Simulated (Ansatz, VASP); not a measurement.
## One calculation of W, two programs

```
W
1.0
     0.00000   -1.98627   -1.98627
     0.00000    1.98627   -1.98627
     3.97254    0.00000    0.00000
W
2
Direct
  0.53051 0.46949 0.49658
  0.96949 0.03051 0.00342
```

Change from the starting cell: mode 4 frozen in at -0.121 Å and mode 6 at -0.014 Å (largest displacements).

Alike in both runs: task single point; functional LDA; k mesh 16 × 16 × 12; occupations gaussian, width 0.15 eV; no spin polarisation.

```csv
,VASP,Ansatz
version,VASP 6.6.1,Ansatz 0.2.0
potentials or method,"VASP PAW LDA potentials, release 64 (W_sv), cutoff 520 eV","scalar-relativistic, plane waves, PAW"
valence electrons in the cell,28,28
```

|  | VASP | Ansatz | Ansatz less VASP |
| --- | --- | --- | --- |
| gap on the k mesh at the Fermi level (eV) | none | none | - |
| pressure (GPa) | 5.5 | 3.5 | -1.93 |
| traceless stress, the component that is largest in VASP (GPa) | -4.70 | -4.71 | -0.010 |
| rms of the force components (eV/Å) | 0.572 | 0.554 | -0.0187 |

LDA's correlation is that of Perdew and Zunger in VASP and of Perdew and Wang (1992) in Ansatz. Atom by atom the forces differ by 0.019 eV/Å (rms over components). A gap of «none» marks a metal or a gap that the smearing closes.

Spin-orbit coupling is off throughout.
